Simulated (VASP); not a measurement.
# Si (I4_1/amd) in VASP: a series of runs

Runs on Si. Level: LDA. Tasks: single point.

All numbers are computed with VASP 6.6.1; they aren't measurements. Logs are shortened: lines on timing, memory, paths and dates and some standing lists are left out, and cuts for length are marked.

**1. The cell of the first run**

The structure is tetragonal, space group I4_1/amd (No. 141). Conventional cell: a = 4.600 Å, b = 4.600 Å, c = 2.579 Å, α = 90.00°, β = 90.00°, γ = 90.00°. Within 3.2 Å of Si (site symmetry -4m2) lie 10 Si at 2.39 to 3.01 Å.

**2. Single point, LDA (strain -0.030 along x and y, -0.030 along z)**

Input file INCAR:

```
  PREC = Accurate
  ENCUT = 520
  EDIFF = 1E-7
  ISMEAR = 0
  SIGMA = 0.15
  LREAL = F
  LASPH = T
  NELM = 100
  ALGO = Normal
  ISIF = 2
  LWAVE = F
  LCHARG = F
  NBANDS = 11
```

Input file KPOINTS:

```
regular mesh
0
Gamma
  20 20 20
```

Input file POSCAR:

```
Si
1.0
   -2.3002311354      2.3002311354      1.2893874282
    2.3002311354     -2.3002311354      1.2893874282
    2.3002311354      2.3002311354     -1.2893874282
Si
2
Direct
    0.2500000000      0.7500000000      0.5000000000
    0.5000000000      0.5000000000      0.0000000000
```

Potentials or basis: VASP PAW LDA potentials, release 64 (Si).

Command:

```console
$ cat potpaw_LDA.64/Si/POTCAR > POTCAR
$ mpirun -np 1 vasp_std > vasp.out
```

OUTCAR:

```text
PREC = Accurate
   ENCUT = 520
   EDIFF = 1E-7
   ISMEAR = 0
   LREAL = F
   LASPH = T
   NELM = 100
   ISIF = 2

 ion  position               nearest neighbor table
   1  0.250  0.750  0.500-   2 2.39   2 2.39   2 2.39   2 2.39   2 3.01   2 3.01   2 3.01   2 3.01

   2  0.500  0.500  0.000-   1 2.39   1 2.39   1 2.39   1 2.39   1 3.01   1 3.01   1 3.01   1 3.01

  LATTYP: Found a body centered tetragonal cell.
 ALAT       =     4.6004622708
 C/A-ratio  =     0.5605468982

  Lattice vectors:

 A1 = (  -2.3002311354,   2.3002311354,   1.2893874282)
 A2 = (   2.3002311354,  -2.3002311354,   1.2893874282)
 A3 = (   2.3002311354,   2.3002311354,  -1.2893874282)

Analysis of symmetry for initial positions (statically):
=====================================================================
 Subroutine PRICEL returns:
 Original cell was already a primitive cell.

 Routine SETGRP: Setting up the symmetry group for a
 body centered tetragonal supercell.

 Subroutine GETGRP returns: Found 16 space group operations
 (whereof  8 operations were pure point group operations)
 out of a pool of 16 trial point group operations.

The static configuration has the point symmetry D_2d.
 The point group associated with its full space group is D_4h.

Analysis of symmetry for dynamics (positions and initial velocities):
=====================================================================
 Subroutine PRICEL returns:
 Original cell was already a primitive cell.

 Routine SETGRP: Setting up the symmetry group for a
 body centered tetragonal supercell.

 Subroutine GETGRP returns: Found 16 space group operations
 (whereof  8 operations were pure point group operations)
 out of a pool of 16 trial point group operations.

The dynamic configuration has the point symmetry D_2d.
 The point group associated with its full space group is D_4h.

 Subroutine INISYM returns: Found 16 space group operations
 (whereof  8 operations are pure point group operations),
 and found     1 'primitive' translations

----------------------------------------------------------------------------------------

                                     Primitive cell

  volume of cell :      27.2889

  direct lattice vectors                    reciprocal lattice vectors
    -2.300231135  2.300231135  1.289387428     0.000000000  0.217369460  0.387781042
     2.300231135 -2.300231135  1.289387428     0.217369460  0.000000000  0.387781042
     2.300231135  2.300231135 -1.289387428     0.217369460  0.217369460  0.000000000

  length of vectors
     3.499235130  3.499235130  3.499235130     0.444548781  0.444548781  0.307406839

  position of ions in fractional coordinates (direct lattice)
     0.250000000  0.750000000  0.500000000
     0.500000000  0.500000000  0.000000000

  ion indices of the primitive-cell ions
   primitive index   ion index
                 1           1
                 2           2

----------------------------------------------------------------------------------------

 KPOINTS: regular mesh

Automatic generation of k-mesh.
 Grid dimensions read from file:
 generate k-points for:   20   20   20

 Generating k-lattice:

  Cartesian coordinates                     Fractional coordinates (reciprocal lattice)
     0.000000000  0.010868473  0.019389052     0.050000000 -0.000000000  0.000000000
     0.010868473  0.000000000  0.019389052    -0.000000000  0.050000000  0.000000000
     0.010868473  0.010868473  0.000000000     0.000000000  0.000000000  0.050000000

  Length of vectors
     0.022227439  0.022227439  0.015370342

  Shift w.r.t. Gamma in fractional coordinates (k-lattice)
     0.000000000  0.000000000  0.000000000

 Subroutine IBZKPT returns following result:
 ===========================================

 Found    641 irreducible k-points:

 Following reciprocal coordinates:
            Coordinates               Weight
  0.000000  0.000000  0.000000      1.000000
  0.050000 -0.000000  0.000000      8.000000
  0.100000 -0.000000  0.000000      8.000000
  0.150000  0.000000  0.000000      8.000000
  0.200000 -0.000000  0.000000      8.000000
  0.250000  0.000000 -0.000000      8.000000
[... 16 lines left out ...]
 -0.400000  0.050000  0.000000     16.000000
 -0.350000  0.050000  0.000000     16.000000
 [... further k-points ...]
   k-points           NKPTS =    641   k-points in BZ     NKDIM =    641   number of bands    NBANDS=     11
   number of dos      NEDOS =    301   number of ions     NIONS =      2
   total plane-waves  NPLWV =  21952
   dimension x,y,z NGX =    28 NGY =   28 NGZ =   28
   dimension x,y,z NGXF=    56 NGYF=   56 NGZF=   56
   ions per type =               2
   NGX,Y,Z   is equivalent  to a cutoff of  13.30, 13.30, 13.30 a.u.
   NGXF,Y,Z  is equivalent  to a cutoff of  26.61, 26.61, 26.61 a.u.
 SYSTEM =  unknown system
   PREC   = accura    normal or accurate (medium, high low for compatibility)
   ISTART =      0    job   : 0-new  1-cont  2-samecut
   ICHARG =      2    charge: 1-file 2-atom 10-const
   ISPIN  =      1    spin polarized calculation?
   LNONCOLLINEAR =      F non collinear calculations
   LSORBIT =      F    spin-orbit coupling
   LASPH  =      T    aspherical Exc in radial PAW
   ENCUT  =  520.0 eV  38.22 Ry    6.18 a.u.   6.51  6.51  6.51*2*pi/ulx,y,z
   NELM   =    100;   NELMIN=  2; NELMDL= -5     # of ELM steps
   EDIFF  = 0.1E-06   stopping-criterion for ELM
   LREAL  =      F    real-space projection
   EDIFFG = 0.1E-05   stopping-criterion for IOM
   NSW    =      0    number of steps for IOM
   IBRION =     -1    ionic relax: 0-MD 1-quasi-New 2-CG
   NFREE  =      0    steps in history (QN), initial steepest desc. (CG)
   ISIF   =      2    stress and relaxation
   ISYM   =      2    0-nonsym 1-usesym 2-fastsym
   POTIM  = 0.5000    time-step for ionic-motion
   TEBEG  =    0.0;   TEEND  =   0.0 temperature during run
   PSTRESS=    0.0 pullay stress
   NELECT =       8.0000    total number of electrons
   NUPDOWN=      -1.0000    fix difference up-down
   EMIN   =  10.00;   EMAX   =-10.00  energy-range for DOS
   EFERMI =   0.00;   METHOD = LEGACY
   ISMEAR =     0;   SIGMA  =   0.15  broadening in eV -4-tet -1-fermi 0-gaus
   EFERMI_NEDOS =   21; number of points for ismear=-14 and -15
   IALGO  =     38    algorithm
   IMIX   =      4    mixing-type and parameters
     AMIX     =   0.40;   BMIX     =  1.00
     AMIX_MAG =   1.60;   BMIX_MAG =  1.00
  volume/ion in A,a.u.               =      13.64        92.08
  Fermi-wavevector in a.u.,A,eV,Ry     =   1.087534  2.055141 16.092011  1.182729
  Thomas-Fermi vector in A             =   2.223695
   LORBIT       =      0    0 simple, 1 ext, 2 COOP (PROOUT), +10 PAW based schemes
   GGA     = CA    functional components
   LHFCALC =     F    Hartree Fock is set to
   AEXX    =    0.0000 exact exchange contribution
   IVDW    =     0    specifies the selected vdW correction
   LEPSILON=     F    determine dielectric tensor
   LRPA    =     F    only Hartree local field effects (RPA)
 non-spin polarized calculation
 Gauss-broadening in eV      SIGMA  =   0.15
  energy-cutoff  :      520.00
  volume of cell :       27.29
 maximum number of plane-waves:       751
 NGX is ok and might be reduce to    28
   NGX = 13   NGY = 13   NGZ = 13

 number of electron       8.0000000 magnetization

 Free energy of the ion-electron system (eV)
  ---------------------------------------------------
  ext. energy  EPLUGINS =         0.00000000
  ---------------------------------------------------
  free energy    TOTEN  =       -11.42008826 eV

  energy without entropy =      -11.41262512  energy(sigma->0) =      -11.41635669

 E-fermi :  10.6003     XC(G=0): -11.4343

 val. band max:       10.5915585616   @ k =  -0.3000   0.0500  -0.0000
 cond. band min:      10.6016668241   @ k =  -0.2000   0.1000   0.0500
 fundamental gap:      0.0101082624
 Fermi energy:        10.6003319181

 k-point     1 :       0.0000    0.0000    0.0000
  band No.  band energies     occupation
      1      -4.1037      2.00000
      2       7.9716      2.00000
      3       7.9716      2.00000
      4       9.1388      2.00000
      5      11.7757      0.00000
      6      18.4204      0.00000
      7      20.4224      0.00000
      8      20.4224      0.00000
      9      20.4703      0.00000
     10      21.0707      0.00000
     11      21.9348      0.00000

 k-point     2 :       0.0500   -0.0000    0.0000
  band No.  band energies     occupation
      1      -4.0325      2.00000
      2       7.7600      2.00000
      3       7.9235      2.00000
      4       9.4674      2.00000
      5      11.9537      0.00000
      6      18.0179      0.00000
      7      19.1998      0.00000
      8      20.2575      0.00000
      9      20.2788      0.00000
     10      21.4089      0.00000
     11      22.2212      0.00000

 k-point     3 :       0.1000   -0.0000    0.0000
  band No.  band energies     occupation
      1      -3.8191      2.00000
      2       7.4195      2.00000
      3       7.8126      2.00000
      4      10.1499      1.99998
      5      12.4514      0.00000
      6      17.0164      0.00000
      7      17.5752      0.00000
      8      19.5884      0.00000
      9      19.6150      0.00000
     10      20.5165      0.00000
     11      22.5627      0.00000
[... 267 lines left out ...]
 k-point    23 :      -0.4000    0.0500    0.0000
  band No.  band energies     occupation
      1      -0.3882      2.00000
      2       6.4262      2.00000
      3       7.2722      2.00000
      4       8.0176      2.00000
      5      11.3551      0.00000
      6      13.4060      0.00000
      7      15.4712      0.00000
      8      16.7154      0.00000
      9      18.1600      0.00000
     10      19.5178      0.00000
     11      24.0434      0.00000

 k-point    24 :      -0.3500    0.0500    0.0000
  band No.  band energies     occupation
      1      -1.3270      2.00000
      2       6.2906      2.00000
      3       7.7151      2.00000
      4       8.9348      2.00000
      5      12.3157      0.00000
      6      14.3280      0.00000
      7      15.4267      0.00000
      8      16.2105      0.00000
      9      17.9565      0.00000
     10      18.4417      0.00000
     11      23.3588      0.00000

 [... further k-points ...]

------------------------ aborting loop because EDIFF is reached ----------------------------------------

  FORCE on cell =-STRESS in cart. coord.  units (eV):
  Direction    XX          YY          ZZ          XY          YZ          ZX
  --------------------------------------------------------------------------------------
  -------------------------------------------------------------------------------------
  Total        2.2970609      2.2970609      1.5655769      0.0000000     -0.0000000      0.0000000
  in kB      134.8642126    134.8642126     91.9175832      0.0000000     -0.0000000      0.0000000
  external PRESSURE =     120.5486694 kB  Pullay stress =       0.0000000 kB

 VOLUME and BASIS-vectors are now :
 -----------------------------------------------------------------------------
  energy-cutoff  :      520.00
  volume of cell :       27.29
      direct lattice vectors                 reciprocal lattice vectors
    -2.300231135  2.300231135  1.289387428     0.000000000  0.217369460  0.387781042
     2.300231135 -2.300231135  1.289387428     0.217369460  0.000000000  0.387781042
     2.300231135  2.300231135 -1.289387428     0.217369460  0.217369460  0.000000000

 POSITION                                       TOTAL-FORCE (eV/Angst)
 -----------------------------------------------------------------------------------
      2.30023      0.00000      0.64469         0.000000      0.000000      0.000000
      0.00000      0.00000      1.28939        -0.000000     -0.000000     -0.000000
 -----------------------------------------------------------------------------------
    total drift:                                0.000000      0.000000      0.000000

  FREE ENERGIE OF THE ION-ELECTRON SYSTEM (eV)
  ---------------------------------------------------
  free  energy   TOTEN  =       -11.4200882647 eV

  energy  without entropy=      -11.4126251222  energy(sigma->0) =      -11.41635669
```

It took 2.5 min on 1 thread of Intel Xeon 6975P-C (Granite Rapids), shared host; peak memory 0.25 GiB.

Results:

```
Free energy            : -11.4201 eV
Pressure               : 12.1 GPa
Band gap on the k mesh : zero (bands 4 and 5 overlap by 7.34 eV)
```

Caveat: the cell differs from its parent crystal (strain -0.030 along x and y, -0.030 along z); the cell stands under pressure.

**3. Single point, LDA (strain -0.030 along x and y, -0.015 along z)**

Input file INCAR:

```
SYSTEM = Si
PREC = Accurate
ENCUT = 520
EDIFF = 1E-6
ISMEAR = 0
SIGMA = 0.15
LREAL = .False.
LASPH = .True.
NELM = 100
ALGO = Normal
ISIF = 2
LWAVE = .False.
LCHARG = .False.
NBANDS = 11
```

Input file KPOINTS:

```
regular mesh
0
Gamma
  20 20 20
  0 0 0
```

Input file POSCAR:

```
Si
1.0
   -2.3002311354      2.3002311354      1.3093264091
    2.3002311354     -2.3002311354      1.3093264091
    2.3002311354      2.3002311354     -1.3093264091
Si
2
Direct
    0.2500000000      0.7500000000      0.5000000000
    0.5000000000      0.5000000000      0.0000000000
```

Potentials or basis: VASP PAW LDA potentials, release 64 (Si).

Command:

```console
$ cat potpaw_LDA.64/Si/POTCAR > POTCAR
$ mpirun -np 1 vasp_std > vasp.out
```

It took 2.2 min on 1 thread of Intel Xeon 6975P-C (Granite Rapids), shared host; peak memory 0.25 GiB.

Results (log left out):

* Free energy: -11.4398 eV
* Pressure: 9.9 GPa
* Band gap on the k mesh: zero (bands 4 and 5 overlap by 7.37 eV)

Stress tensor (GPa, compression positive):
```
11.97  0.00  0.00
 0.00 11.97  0.00
 0.00  0.00  5.74
```

Levels at points of the mesh, in eV from the Fermi level:
| k point | band 1 | band 2 | band 3 | band 4 | band 5 | band 6 | band 7 | band 8 | band 9 |
| --- | --- | --- | --- | --- | --- | --- | --- | --- | --- |
| (0.00, 0.00, 0.00) | -14.57 | -2.52 | -2.52 | -1.29 | 1.29 | 7.65 | 9.37 | 9.75 | 9.75 |
| (0.50, 0.00, 0.00) | -8.13 | -7.39 | -2.19 | -2.07 | -1.38 | 0.76 | 4.93 | 5.72 | 9.86 |
| (0.50, 0.50, 0.00) | -11.21 | -11.21 | 0.47 | 0.47 | 3.05 | 3.05 | 8.24 | 8.24 | 9.31 |
| (0.50, 0.50, 0.50) | -8.41 | -8.41 | -7.33 | -7.33 | 5.33 | 5.33 | 14.35 | 14.35 | 14.69 |

Caveat: the cell differs from its parent crystal (strain -0.030 along x and y, -0.015 along z); the cell stands under pressure.

**4. Single point, LDA (strain -0.030 along x and y, +0.000 along z)**

Input file INCAR:

```
PREC = Accurate
ENCUT = 520
EDIFF = 1E-6
ISMEAR = 0
SIGMA = 0.15
LREAL = False
LASPH = True
NELM = 100
ALGO = Normal
ISIF = 2
LWAVE = False
LCHARG = False
NBANDS = 11
```

Input file KPOINTS:

```
Automatic mesh
0
Gamma
  20 20 20
```

Input file POSCAR:

```
Si
1.0
   -2.3002311354      2.3002311354      1.3292653899
    2.3002311354     -2.3002311354      1.3292653899
    2.3002311354      2.3002311354     -1.3292653899
Si
2
Direct
    0.2500000000      0.7500000000      0.5000000000
    0.5000000000      0.5000000000      0.0000000000
```

Potentials or basis: VASP PAW LDA potentials, release 64 (Si).

Command:

```console
$ cat potpaw_LDA.64/Si/POTCAR > POTCAR
$ mpirun -np 1 vasp_std > vasp.out
```

OUTCAR:

```text
PREC = Accurate
   ENCUT = 520
   EDIFF = 1E-6
   ISMEAR = 0
   LREAL = False
   LASPH = True
   NELM = 100
   ISIF = 2

 ion  position               nearest neighbor table
   1  0.250  0.750  0.500-   2 2.39   2 2.39   2 2.39   2 2.39   2 3.04   2 3.04   2 3.04   2 3.04

   2  0.500  0.500  0.000-   1 2.39   1 2.39   1 2.39   1 2.39   1 3.04   1 3.04   1 3.04   1 3.04

  LATTYP: Found a body centered tetragonal cell.
 ALAT       =     4.6004622708
 C/A-ratio  =     0.5778834003

  Lattice vectors:

[... 527 lines left out ...]

  FORCE on cell =-STRESS in cart. coord.  units (eV):
  Direction    XX          YY          ZZ          XY          YZ          ZX
  --------------------------------------------------------------------------------------
  -------------------------------------------------------------------------------------
  Total        1.8256765      1.8256765      0.5326827      0.0000000      0.0000000      0.0000000
  in kB      103.9728060    103.9728060     30.3364361      0.0000000      0.0000000      0.0000000
  external PRESSURE =      79.4273494 kB  Pullay stress =       0.0000000 kB

 VOLUME and BASIS-vectors are now :
 -----------------------------------------------------------------------------
  energy-cutoff  :      520.00
  volume of cell :       28.13
      direct lattice vectors                 reciprocal lattice vectors
    -2.300231135  2.300231135  1.329265390     0.000000000  0.217369460  0.376147610
     2.300231135 -2.300231135  1.329265390     0.217369460  0.000000000  0.376147610
     2.300231135  2.300231135 -1.329265390     0.217369460  0.217369460  0.000000000

 POSITION                                       TOTAL-FORCE (eV/Angst)
 -----------------------------------------------------------------------------------
      2.30023      0.00000      0.66463        -0.000000      0.000000     -0.000000
      0.00000      0.00000      1.32927         0.000000     -0.000000      0.000000
 -----------------------------------------------------------------------------------
    total drift:                                0.000000      0.000000      0.000000

  FREE ENERGIE OF THE ION-ELECTRON SYSTEM (eV)
  ---------------------------------------------------
  free  energy   TOTEN  =       -11.4511460538 eV

  energy  without entropy=      -11.4440600569  energy(sigma->0) =      -11.44760306
```

stdout:

```text
POSCAR found type information on POSCAR Si
 POSCAR found :  1 types and       2 ions
 scaLAPACK will be used
 LDA part: xc-table for (Slater(with rela. corr.)+CA(PZ))
 , standard interpolation
 POSCAR, INCAR and KPOINTS ok, starting setup
 FFT: planning ... GRIDC
 FFT: planning ... GRID_SOFT
 FFT: planning ... GRID
 WAVECAR not read
 entering main loop
```

Wall time 2.4 min (1 thread of Intel Xeon 6975P-C (Granite Rapids), shared host); peak memory 0.26 GiB.

What came out:

```
Free energy            : -11.4511 eV
Pressure               : 7.9 GPa
Band gap on the k mesh : zero (bands 4 and 5 overlap by 7.39 eV)
```

Levels at points of the mesh, in eV from the Fermi level:
| k point | band 1 | band 2 | band 3 | band 4 | band 5 | band 6 | band 7 | band 8 | band 9 |
| --- | --- | --- | --- | --- | --- | --- | --- | --- | --- |
| (0.00, 0.00, 0.00) | -14.43 | -2.40 | -2.40 | -1.12 | 1.41 | 7.45 | 8.91 | 9.65 | 9.65 |
| (0.50, 0.00, 0.00) | -8.20 | -7.35 | -2.12 | -2.12 | -1.42 | 0.79 | 4.89 | 5.71 | 9.91 |
| (0.50, 0.50, 0.00) | -11.07 | -11.07 | 0.57 | 0.57 | 3.20 | 3.20 | 7.82 | 7.82 | 8.99 |
| (0.50, 0.50, 0.50) | -8.27 | -8.27 | -7.21 | -7.21 | 4.94 | 4.94 | 14.23 | 14.23 | 14.64 |

Caveat: the cell differs from its parent crystal (strain -0.030 along x and y, +0.000 along z); the cell stands under pressure.

**5. The runs side by side**

```csv
cell,gap on the mesh (eV),pressure (GPa)
"a = 3.499 Å, angles 97.8, 97.8, 136.8°, 2 atoms",none,12.1
"a = 3.507 Å, angles 98.0, 98.0, 136.2°, 2 atoms",none,9.9
"a = 3.514 Å, angles 98.2, 98.2, 135.5°, 2 atoms",none,7.9
```

Alike in all rows: task single point; level LDA; potentials or basis VASP PAW LDA potentials, release 64 (Si); no spin polarisation; k mesh 20 × 20 × 20; cutoff (eV) 520; smearing gaussian 0.15 eV.

Caveats: the cell stands under pressure.

Total energies depend on the potentials used, so only differences within one code and one set of settings carry meaning.
